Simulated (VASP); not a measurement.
# VAsF (P4/nmm) in VASP: further runs

The runs below take VAsF through single point, with PBE, PBE+U.

Program: VASP 6.6.1. These are calculated values, not measurements. Logs are shortened: lines on timing, memory, paths and dates and some standing lists are left out, and cuts for length are marked.

### Step 1. The cell of the first run

It takes space group P4/nmm (No. 129, tetragonal). Conventional cell: a = 3.328 Å, b = 3.328 Å, c = 7.532 Å, α = 90.00°, β = 90.00°, γ = 90.00°. Within 3.4 Å of As (site symmetry 4mm) lie 5 V at 2.56 to 2.68 Å and 8 As at 2.89 to 3.33 Å and 4 F at 3.36 Å. Within 3.1 Å of F (site symmetry -4m2) lie 4 F at 2.35 Å and 4 V at 2.55 Å. Within 3.4 Å of V (site symmetry 4mm) lie 4 F at 2.55 Å and 5 As at 2.56 to 2.68 Å and 4 V at 3.33 Å.

### Step 2. Single point, PBE

INCAR

```
PREC = Accurate ; ENCUT = 520
EDIFF = 1E-6 ; ISMEAR = -1
SIGMA = 0.1 ; LREAL = False
LASPH = True ; NELM = 100
ALGO = Normal ; ISIF = 2
LWAVE = False ; LCHARG = False
GGA = PE ; NBANDS = 34
```

KPOINTS

```
regular mesh
0
Gamma
  5 5 3
```

POSCAR

```
VAsF
1.0
    3.3284380000      0.0000000000      0.0000000000
    0.0000000000      3.3284380000      0.0000000000
    0.0000000000      0.0000000000      7.5317970000
As F V
2 2 2
Direct
    0.2500000000      0.2500000000      0.6117000000
    0.7500000000      0.7500000000      0.3883000000
    0.7500000000      0.2500000000      0.0000000000
    0.2500000000      0.7500000000      0.0000000000
    0.2500000000      0.2500000000      0.2558000000
    0.7500000000      0.7500000000      0.7442000000
```

Potentials or basis: VASP PAW PBE potentials, release 64 (As, F, V_sv).

Launch:

```bash
$ cat potpaw_PBE.64/As/POTCAR potpaw_PBE.64/F/POTCAR potpaw_PBE.64/V_sv/POTCAR > POTCAR
$ mpirun -np 1 vasp_std > vasp.out
```

OUTCAR:

```text
PREC = Accurate
   ENCUT = 520
   EDIFF = 1E-6
   ISMEAR = -1
   LREAL = False
   LASPH = True
   NELM = 100
   ISIF = 2
   GGA = PE

 ion  position               nearest neighbor table
   1  0.250  0.250  0.612-   6 2.56   6 2.56   6 2.56   6 2.56   5 2.68   2 2.89   2 2.89   2 2.89
                             2 2.89
   2  0.750  0.750  0.388-   5 2.56   5 2.56   5 2.56   5 2.56   6 2.68   1 2.89   1 2.89   1 2.89
                             1 2.89
   3  0.750  0.250  0.000-
   4  0.250  0.750  0.000-
   5  0.250  0.250  0.256-   2 2.56   2 2.56   2 2.56   2 2.56   1 2.68
   6  0.750  0.750  0.744-   1 2.56   1 2.56   1 2.56   1 2.56   2 2.68

  LATTYP: Found a simple tetragonal cell.
 ALAT       =     3.3284380000
 C/A-ratio  =     2.2628623396

  Lattice vectors:

 A1 = (   3.3284380000,   0.0000000000,   0.0000000000)
 A2 = (   0.0000000000,   3.3284380000,   0.0000000000)
 A3 = (   0.0000000000,   0.0000000000,   7.5317970000)

Analysis of symmetry for initial positions (statically):
=====================================================================
 Subroutine PRICEL returns:
 Original cell was already a primitive cell.

 Routine SETGRP: Setting up the symmetry group for a
 simple tetragonal supercell.

 Subroutine GETGRP returns: Found 16 space group operations
 (whereof  4 operations were pure point group operations)
 out of a pool of 16 trial point group operations.

The static configuration has the point symmetry C_2h.
 The point group associated with its full space group is D_4h.

Analysis of symmetry for dynamics (positions and initial velocities):
=====================================================================
 Subroutine PRICEL returns:
 Original cell was already a primitive cell.

 Routine SETGRP: Setting up the symmetry group for a
 simple tetragonal supercell.

 Subroutine GETGRP returns: Found 16 space group operations
 (whereof  4 operations were pure point group operations)
 out of a pool of 16 trial point group operations.

The dynamic configuration has the point symmetry C_2h.
 The point group associated with its full space group is D_4h.

 Subroutine INISYM returns: Found 16 space group operations
 (whereof  4 operations are pure point group operations),
 and found     1 'primitive' translations

----------------------------------------------------------------------------------------

                                     Primitive cell

  volume of cell :      83.4410

  direct lattice vectors                    reciprocal lattice vectors
     3.328438000  0.000000000  0.000000000     0.300441228  0.000000000  0.000000000
     0.000000000  3.328438000  0.000000000     0.000000000  0.300441228  0.000000000
     0.000000000  0.000000000  7.531797000     0.000000000  0.000000000  0.132770440

  length of vectors
     3.328438000  3.328438000  7.531797000     0.300441228  0.300441228  0.132770440

  position of ions in fractional coordinates (direct lattice)
     0.250000000  0.250000000  0.611700000
     0.750000000  0.750000000  0.388300000
     0.750000000  0.250000000  0.000000000
     0.250000000  0.750000000  0.000000000
     0.250000000  0.250000000  0.255800000
     0.750000000  0.750000000  0.744200000

  ion indices of the primitive-cell ions
   primitive index   ion index
                 1           1
                 2           2
                 3           3
                 4           4
                 5           5
                 6           6

----------------------------------------------------------------------------------------

 KPOINTS: regular mesh

Automatic generation of k-mesh.
 Grid dimensions read from file:
 generate k-points for:    5    5    3

 Generating k-lattice:

  Cartesian coordinates                     Fractional coordinates (reciprocal lattice)
     0.060088246  0.000000000  0.000000000     0.200000000  0.000000000  0.000000000
     0.000000000  0.060088246  0.000000000     0.000000000  0.200000000  0.000000000
     0.000000000  0.000000000  0.044256813     0.000000000  0.000000000  0.333333333

  Length of vectors
     0.060088246  0.060088246  0.044256813

  Shift w.r.t. Gamma in fractional coordinates (k-lattice)
     0.000000000  0.000000000  0.000000000

 Subroutine IBZKPT returns following result:
 ===========================================

 Found     12 irreducible k-points:

 Following reciprocal coordinates:
            Coordinates               Weight
  0.000000  0.000000  0.000000      1.000000
  0.200000  0.000000  0.000000      4.000000
  0.400000  0.000000  0.000000      4.000000
  0.200000  0.200000  0.000000      4.000000
  0.400000  0.200000  0.000000      8.000000
  0.400000  0.400000  0.000000      4.000000
  0.000000  0.000000  0.333333      2.000000
  0.200000  0.000000  0.333333      8.000000
  0.400000  0.000000  0.333333      8.000000
  0.200000  0.200000  0.333333      8.000000
  0.400000  0.200000  0.333333     16.000000
  0.400000  0.400000  0.333333      8.000000
   k-points           NKPTS =     12   k-points in BZ     NKDIM =     12   number of bands    NBANDS=     34
   number of dos      NEDOS =    301   number of ions     NIONS =      6
   total plane-waves  NPLWV =  43904
   dimension x,y,z NGX =    28 NGY =   28 NGZ =   56
   dimension x,y,z NGXF=    56 NGYF=   56 NGZF=  112
   ions per type =               2   2   2
   NGX,Y,Z   is equivalent  to a cutoff of  13.99, 13.99, 12.36 a.u.
   NGXF,Y,Z  is equivalent  to a cutoff of  27.97, 27.97, 24.72 a.u.
 SYSTEM =  unknown system
   PREC   = accura    normal or accurate (medium, high low for compatibility)
   ISTART =      0    job   : 0-new  1-cont  2-samecut
   ICHARG =      2    charge: 1-file 2-atom 10-const
   ISPIN  =      1    spin polarized calculation?
   LNONCOLLINEAR =      F non collinear calculations
   LSORBIT =      F    spin-orbit coupling
   LASPH  =      T    aspherical Exc in radial PAW
   ENCUT  =  520.0 eV  38.22 Ry    6.18 a.u.   6.19  6.19 14.00*2*pi/ulx,y,z
   NELM   =    100;   NELMIN=  2; NELMDL= -5     # of ELM steps
   EDIFF  = 0.1E-05   stopping-criterion for ELM
   LREAL  =      F    real-space projection
   EDIFFG = 0.1E-04   stopping-criterion for IOM
   NSW    =      0    number of steps for IOM
   IBRION =     -1    ionic relax: 0-MD 1-quasi-New 2-CG
   NFREE  =      0    steps in history (QN), initial steepest desc. (CG)
   ISIF   =      2    stress and relaxation
   ISYM   =      2    0-nonsym 1-usesym 2-fastsym
   POTIM  = 0.5000    time-step for ionic-motion
   TEBEG  =    0.0;   TEEND  =   0.0 temperature during run
   PSTRESS=    0.0 pullay stress
   NELECT =      50.0000    total number of electrons
   NUPDOWN=      -1.0000    fix difference up-down
   EMIN   =  10.00;   EMAX   =-10.00  energy-range for DOS
   EFERMI =   0.00;   METHOD = LEGACY
   ISMEAR =    -1;   SIGMA  =   0.10  broadening in eV -4-tet -1-fermi 0-gaus
   EFERMI_NEDOS =   21; number of points for ismear=-14 and -15
   IALGO  =     38    algorithm
   IMIX   =      4    mixing-type and parameters
     AMIX     =   0.40;   BMIX     =  1.00
     AMIX_MAG =   1.60;   BMIX_MAG =  1.00
  volume/ion in A,a.u.               =      13.91        93.85
  Fermi-wavevector in a.u.,A,eV,Ry     =   1.380188  2.608178 25.918004  1.904920
  Thomas-Fermi vector in A             =   2.505088
   LORBIT       =      0    0 simple, 1 ext, 2 COOP (PROOUT), +10 PAW based schemes
   GGA     = PE    functional components
   LHFCALC =     F    Hartree Fock is set to
   AEXX    =    0.0000 exact exchange contribution
   IVDW    =     0    specifies the selected vdW correction
   LEPSILON=     F    determine dielectric tensor
   LRPA    =     F    only Hartree local field effects (RPA)
 non-spin polarized calculation
  energy-cutoff  :      520.00
  volume of cell :       83.44
 maximum number of plane-waves:      2256
 NGX is ok and might be reduce to    28
   NGX = 13   NGY = 13   NGZ = 29

 number of electron      49.9999995 magnetization

 Free energy of the ion-electron system (eV)
  ---------------------------------------------------
  ext. energy  EPLUGINS =         0.00000000
  ---------------------------------------------------
  free energy    TOTEN  =       -36.04087203 eV

  energy without entropy =      -35.80480341  energy(sigma->0) =      -35.92283772

 E-fermi :   6.3366     XC(G=0): -11.2811

 val. band max:        6.2965783089   @ k =   0.2000   0.2000   0.0000
 cond. band min:       6.3427468753   @ k =   0.2000   0.0000   0.3333
 fundamental gap:      0.0461685663
 Fermi energy:         6.3365731205

 k-point     1 :       0.0000    0.0000    0.0000
  band No.  band energies     occupation
      1     -58.6006      2.00000
      2     -58.6004      2.00000
      3     -32.5196      2.00000
      4     -32.5106      2.00000
      5     -32.3589      2.00000
      6     -32.3589      2.00000
[... 26 lines left out ...]
     33       9.3664      0.00000
     34       9.3664      0.00000

 k-point     2 :       0.2000    0.0000    0.0000
  band No.  band energies     occupation
      1     -58.5993      2.00000
      2     -58.5990      2.00000
      3     -32.5166      2.00000
      4     -32.5094      2.00000
      5     -32.3790      2.00000
      6     -32.3782      2.00000
[... 26 lines left out ...]
     33       8.8747      0.00000
     34      10.1685      0.00000

 k-point     3 :       0.4000    0.0000    0.0000
  band No.  band energies     occupation
      1     -58.5970      2.00000
      2     -58.5969      2.00000
      3     -32.5109      2.00000
      4     -32.5081      2.00000
      5     -32.4113      2.00000
      6     -32.4110      2.00000
[... 26 lines left out ...]
     33       9.5020      0.00000
     34      10.4885      0.00000

 k-point     4 :       0.2000    0.2000    0.0000
  band No.  band energies     occupation
      1     -58.5979      2.00000
      2     -58.5977      2.00000
      3     -32.5138      2.00000
      4     -32.5079      2.00000
      5     -32.3769      2.00000
      6     -32.3768      2.00000
[... 26 lines left out ...]
     33       9.2223      0.00000
     34       9.9825      0.00000

 k-point     5 :       0.4000    0.2000    0.0000
  band No.  band energies     occupation
      1     -58.5957      2.00000
      2     -58.5956      2.00000
      3     -32.5085      2.00000
      4     -32.5062      2.00000
      5     -32.4083      2.00000
      6     -32.4081      2.00000
[... 26 lines left out ...]
     33       9.6811      0.00000
     34      10.2581      0.00000

 k-point     6 :       0.4000    0.4000    0.0000
  band No.  band energies     occupation
      1     -58.5935      2.00000
      2     -58.5934      2.00000
      3     -32.5042      2.00000
      4     -32.5033      2.00000
      5     -32.4045      2.00000
      6     -32.4041      2.00000
[... 26 lines left out ...]
     33       8.7740      0.00000
     34      10.2776      0.00000

 k-point     7 :       0.0000    0.0000    0.3333
  band No.  band energies     occupation
      1     -58.6006      2.00000
      2     -58.6004      2.00000
      3     -32.5178      2.00000
      4     -32.5125      2.00000
      5     -32.3588      2.00000
      6     -32.3588      2.00000
[... 26 lines left out ...]
     33       9.5326      0.00000
     34       9.5326      0.00000

 k-point     8 :       0.2000    0.0000    0.3333
  band No.  band energies     occupation
      1     -58.5992      2.00000
      2     -58.5991      2.00000
      3     -32.5152      2.00000
      4     -32.5109      2.00000
      5     -32.3789      2.00000
      6     -32.3783      2.00000
[... 26 lines left out ...]
     33       9.1789      0.00000
     34      10.2209      0.00000

 k-point     9 :       0.4000    0.0000    0.3333
  band No.  band energies     occupation
      1     -58.5970      2.00000
      2     -58.5969      2.00000
      3     -32.5104      2.00000
      4     -32.5088      2.00000
      5     -32.4113      2.00000
      6     -32.4110      2.00000
[... 26 lines left out ...]
     33       9.5252      0.00000
     34      10.4915      0.00000

 k-point    10 :       0.2000    0.2000    0.3333
  band No.  band energies     occupation
      1     -58.5979      2.00000
      2     -58.5977      2.00000
      3     -32.5126      2.00000
      4     -32.5091      2.00000
      5     -32.3770      2.00000
      6     -32.3767      2.00000
[... 26 lines left out ...]
     33       9.3011      0.00000
     34       9.8042      0.00000

 k-point    11 :       0.4000    0.2000    0.3333
  band No.  band energies     occupation
      1     -58.5956      2.00000
      2     -58.5956      2.00000
      3     -32.5081      2.00000
      4     -32.5067      2.00000
      5     -32.4083      2.00000
      6     -32.4081      2.00000
[... 26 lines left out ...]
     33       9.6543      0.00000
     34      10.2366      0.00000

 k-point    12 :       0.4000    0.4000    0.3333
  band No.  band energies     occupation
      1     -58.5935      2.00000
      2     -58.5935      2.00000
      3     -32.5040      2.00000
      4     -32.5035      2.00000
      5     -32.4041      2.00000
      6     -32.4036      2.00000
[... 26 lines left out ...]
     33       8.8299      0.00000
     34      10.1895      0.00000

------------------------ aborting loop because EDIFF is reached ----------------------------------------

  FORCE on cell =-STRESS in cart. coord.  units (eV):
  Direction    XX          YY          ZZ          XY          YZ          ZX
  --------------------------------------------------------------------------------------
  -------------------------------------------------------------------------------------
  Total        1.7228181      1.7228181    -14.9692771      0.0000000      0.0000000     -0.0000000
  in kB       33.0803770     33.0803770   -287.4298442      0.0000000      0.0000000     -0.0000000
  external PRESSURE =     -73.7563634 kB  Pullay stress =       0.0000000 kB

 VOLUME and BASIS-vectors are now :
 -----------------------------------------------------------------------------
  energy-cutoff  :      520.00
  volume of cell :       83.44
      direct lattice vectors                 reciprocal lattice vectors
     3.328438000  0.000000000  0.000000000     0.300441228  0.000000000  0.000000000
     0.000000000  3.328438000  0.000000000     0.000000000  0.300441228  0.000000000
     0.000000000  0.000000000  7.531797000     0.000000000  0.000000000  0.132770440

 POSITION                                       TOTAL-FORCE (eV/Angst)
 -----------------------------------------------------------------------------------
      0.83211      0.83211      4.60720         0.000000     -0.000000     -0.172277
      2.49633      2.49633      2.92460        -0.000000     -0.000000      0.172277
      2.49633      0.83211      0.00000        -0.000000     -0.000000      0.000000
      0.83211      2.49633      0.00000         0.000000     -0.000000      0.000000
      0.83211      0.83211      1.92663        -0.000000      0.000000     -3.030916
      2.49633      2.49633      5.60516        -0.000000     -0.000000      3.030916
 -----------------------------------------------------------------------------------
    total drift:                                0.000000      0.000000     -0.000000

  FREE ENERGIE OF THE ION-ELECTRON SYSTEM (eV)
  ---------------------------------------------------
  free  energy   TOTEN  =       -36.0408720280 eV

  energy  without entropy=      -35.8048034059  energy(sigma->0) =      -35.92283772
```

It took 43 s on 1 thread of Intel Xeon 6975P-C, shared host; peak memory 0.21 GiB.

Results:

* Free energy: -36.0409 eV
* Pressure: -7.4 GPa
* Largest force: 3.031 eV/Å
* Band gap on the k mesh: zero (band 25 reaches 6.75 eV, above the bottom of band 26 at 6.15 eV)

Forces in eV/Å, atoms in the order of the input:
```
As   0.000  0.000 -0.172
As   0.000  0.000  0.172
F    0.000  0.000  0.000
F    0.000  0.000  0.000
V    0.000  0.000 -3.031
V    0.000  0.000  3.031
```

Caveat: the k points lie up to 0.38 Å⁻¹ apart; the run has no spin polarisation, though such a crystal can be magnetic; forces of over 1 eV/Å act on the atoms, so gaps and moduli don't describe the material at rest. With open d or f shells a metallic result of PBE can be an artefact of self-interaction; +U or a hybrid may open a gap.

[end of part 1 of 2]
